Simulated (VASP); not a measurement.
# Hf (Fm-3m) in VASP: further runs, part 2 of 2

VASP 6.6.1. Earlier steps stand in the parts before.

## 3. Equation of state, LDA

Contents of POSCAR.step1:

```
Hf
1.0
    0.0000000000      2.1512956805      2.1512956805
    2.1512956805      0.0000000000      2.1512956805
    2.1512956805      2.1512956805      0.0000000000
Hf
1
Direct
    0.0000000000      0.0000000000      0.0000000000
```

Contents of POSCAR.step2:

```
Hf
1.0
    0.0000000000      2.1746811613      2.1746811613
    2.1746811613      0.0000000000      2.1746811613
    2.1746811613      2.1746811613      0.0000000000
Hf
1
Direct
    0.0000000000      0.0000000000      0.0000000000
```

Contents of POSCAR.step3:

```
Hf
1.0
    0.0000000000      2.1975742243      2.1975742243
    2.1975742243      0.0000000000      2.1975742243
    2.1975742243      2.1975742243      0.0000000000
Hf
1
Direct
    0.0000000000      0.0000000000      0.0000000000
```

Contents of POSCAR.step4:

```
Hf
1.0
    0.0000000000      2.2200000000      2.2200000000
    2.2200000000      0.0000000000      2.2200000000
    2.2200000000      2.2200000000      0.0000000000
Hf
1
Direct
    0.0000000000      0.0000000000      0.0000000000
```

Contents of POSCAR.step5:

```
Hf
1.0
    0.0000000000      2.2419816276      2.2419816276
    2.2419816276      0.0000000000      2.2419816276
    2.2419816276      2.2419816276      0.0000000000
Hf
1
Direct
    0.0000000000      0.0000000000      0.0000000000
```

Contents of POSCAR.step6:

```
Hf
1.0
    0.0000000000      2.2635404658      2.2635404658
    2.2635404658      0.0000000000      2.2635404658
    2.2635404658      2.2635404658      0.0000000000
Hf
1
Direct
    0.0000000000      0.0000000000      0.0000000000
```

Contents of POSCAR.step7:

```
Hf
1.0
    0.0000000000      2.2846962758      2.2846962758
    2.2846962758      0.0000000000      2.2846962758
    2.2846962758      2.2846962758      0.0000000000
Hf
1
Direct
    0.0000000000      0.0000000000      0.0000000000
```

Contents of INCAR:

```
GGA = CA ; ISMEAR = 0
SIGMA = 0.04 ; LWAVE = False
LCHARG = False ; ISIF = 2
NSW = 0 ; PREC = Accurate
LASPH = True ; LREAL = False
ALGO = Normal ; EDIFF = 1E-7
NELM = 120 ; GGA_COMPAT = False
ENCUT = 580
```

Contents of KPOINTS:

```
Automatic mesh
0
Gamma
  20 20 20
  0 0 0
```

Potentials or basis: VASP PAW LDA potentials, release 64 (Hf_pv).

On the command line:

```
$ cat potpaw_LDA.64/Hf_pv/POTCAR > POTCAR
$ cp POSCAR.step1 POSCAR
$ mpirun -np 1 vasp_std > vasp.out
$ cp POSCAR.step2 POSCAR
$ mpirun -np 1 vasp_std > vasp.out
$ cp POSCAR.step3 POSCAR
$ mpirun -np 1 vasp_std > vasp.out
$ cp POSCAR.step4 POSCAR
$ mpirun -np 1 vasp_std > vasp.out
$ cp POSCAR.step5 POSCAR
$ mpirun -np 1 vasp_std > vasp.out
$ cp POSCAR.step6 POSCAR
$ mpirun -np 1 vasp_std > vasp.out
$ cp POSCAR.step7 POSCAR
$ mpirun -np 1 vasp_std > vasp.out
```

OUTCAR:

```text
GGA = CA
   ISMEAR = 0
   ISIF = 2
   NSW = 0
   PREC = Accurate
   LASPH = True
   LREAL = False
   EDIFF = 1E-7
   NELM = 120
   ENCUT = 580

 ion  position               nearest neighbor table
   1  0.000  0.000  0.000-

  LATTYP: Found a face centered cubic cell.
 ALAT       =     4.5693925516

  Lattice vectors:

 A1 = (   0.0000000000,   2.2846962758,   2.2846962758)
 A2 = (   2.2846962758,   0.0000000000,   2.2846962758)
 A3 = (   2.2846962758,   2.2846962758,   0.0000000000)

Analysis of symmetry for initial positions (statically):
[... 469 lines left out ...]
      5       4.1919      0.76456
      6       5.3888      0.00000
      7       5.5177      0.00000
      8       8.7981      0.00000
      9       9.4673      0.00000

 [... further k-points ...]
[... 5 lines left out ...]
  --------------------------------------------------------------------------------------
  -------------------------------------------------------------------------------------
  Total       -1.9072778     -1.9072778     -1.9072778      0.0000000      0.0000000      0.0000000
  in kB     -128.1176965   -128.1176965   -128.1176965      0.0000000      0.0000000      0.0000000
  external PRESSURE =    -128.1176965 kB  Pullay stress =       0.0000000 kB

 VOLUME and BASIS-vectors are now :
 -----------------------------------------------------------------------------
  energy-cutoff  :      580.00
  volume of cell :       23.85
      direct lattice vectors                 reciprocal lattice vectors
     0.000000000  2.284696276  2.284696276    -0.218847470  0.218847470  0.218847470
     2.284696276  0.000000000  2.284696276     0.218847470 -0.218847470  0.218847470
     2.284696276  2.284696276  0.000000000     0.218847470  0.218847470 -0.218847470

 POSITION                                       TOTAL-FORCE (eV/Angst)
 -----------------------------------------------------------------------------------
      0.00000      0.00000      0.00000        -0.000000     -0.000000     -0.000000
 -----------------------------------------------------------------------------------
    total drift:                                0.000000     -0.000000     -0.000000

  FREE ENERGIE OF THE ION-ELECTRON SYSTEM (eV)
  ---------------------------------------------------
  free  energy   TOTEN  =       -10.4950502629 eV

  energy  without entropy=      -10.4938091369  energy(sigma->0) =      -10.49442970
```

OUTCAR.step1:

```text
GGA = CA
   ISMEAR = 0
   ISIF = 2
   NSW = 0
   PREC = Accurate
   LASPH = True
   LREAL = False
[... 511 lines left out ...]
 -----------------------------------------------------------------------------------
      0.00000      0.00000      0.00000         0.000000      0.000000      0.000000
 -----------------------------------------------------------------------------------
    total drift:                               -0.000000      0.000000     -0.000000

  FREE ENERGIE OF THE ION-ELECTRON SYSTEM (eV)
  ---------------------------------------------------
  free  energy   TOTEN  =       -10.6203597663 eV

  energy  without entropy=      -10.6192492733  energy(sigma->0) =      -10.61980452
```

OUTCAR.step2:

```text
GGA = CA
   ISMEAR = 0
   ISIF = 2
   NSW = 0
   PREC = Accurate
   LASPH = True
   LREAL = False
[... 511 lines left out ...]
 -----------------------------------------------------------------------------------
      0.00000      0.00000      0.00000        -0.000000      0.000000      0.000000
 -----------------------------------------------------------------------------------
    total drift:                               -0.000000     -0.000000     -0.000000

  FREE ENERGIE OF THE ION-ELECTRON SYSTEM (eV)
  ---------------------------------------------------
  free  energy   TOTEN  =       -10.6326874615 eV

  energy  without entropy=      -10.6315554814  energy(sigma->0) =      -10.63212147
```

Wall time 4.8 min (1 thread of Intel Xeon Platinum 8488C (Sapphire Rapids), shared host); peak memory 0.2 GiB.

Results:

* Equilibrium volume: 20.74 Å³/atom
* Bulk modulus: 117 GPa
* Pressure derivative of the bulk modulus: 3.6

Energy against volume, from the lowest point:
```csv
volume (Å³/atom),energy (meV/atom)
19.913,12.33
20.569,0.00
21.226,3.69
21.882,20.93
22.539,49.96
23.195,89.30
23.851,137.64
```
